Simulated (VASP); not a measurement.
A run of VASP 6.6.1 is set up as follows.

Contents of INCAR:

```
SYSTEM = SrO
PREC     = Accurate       ! precision mode
ENCUT    = 600            ! plane-wave cutoff, eV
EDIFF    = 1E-7           ! SCF threshold, eV
ISMEAR   = -1             ! smearing method
SIGMA    = 0.05           ! smearing width, eV
LREAL    = .False.        ! projectors in reciprocal space
LASPH    = .True.         ! aspherical terms in the spheres
NELM     = 80             ! most SCF steps
ALGO     = Normal         ! electronic algorithm
ISIF     = 3              ! what is computed and relaxed
LWAVE    = .False.        ! write WAVECAR
LCHARG   = .False.        ! write CHGCAR
GGA      = RE             ! functional
IBRION   = 2              ! ionic algorithm
NSW      = 60             ! ionic steps
EDIFFG   = -0.01          ! ionic threshold
```

Contents of KPOINTS:

```
regular mesh
0
Gamma
  9 9 9
  0 0 0
```

File POSCAR:

```
SrO
1.0
    0.0000000000      2.5663000000      2.5663000000
    2.5663000000      0.0000000000      2.5663000000
    2.5663000000      2.5663000000      0.0000000000
Sr O
1 1
Direct
    0.5000000000      0.5000000000      0.5000000000
    0.0000000000      0.0000000000      0.0000000000
```

Potentials or basis: VASP PAW PBE potentials, release 64 (Sr_sv, O).

Command:

```bash
$ cat potpaw_PBE.64/Sr_sv/POTCAR potpaw_PBE.64/O/POTCAR > POTCAR
$ mpirun -np 1 vasp_std > vasp.out
```

(1) What does it give for the band gap on the k mesh?

(2) Estimate the space group after relaxing (to 0.1 Å).

(3) Predict the relaxed cell.

Results:

(1) 3.43 eV (least direct gap 3.56 eV).

(2) Fm-3m (No. 225).

(3) a = 3.712 Å, b = 3.712 Å, c = 3.712 Å, α = 60.00°, β = 60.00°, γ = 60.00°.

Caveat: an odd mesh through Γ misses points on the zone boundary, where band edges can lie.
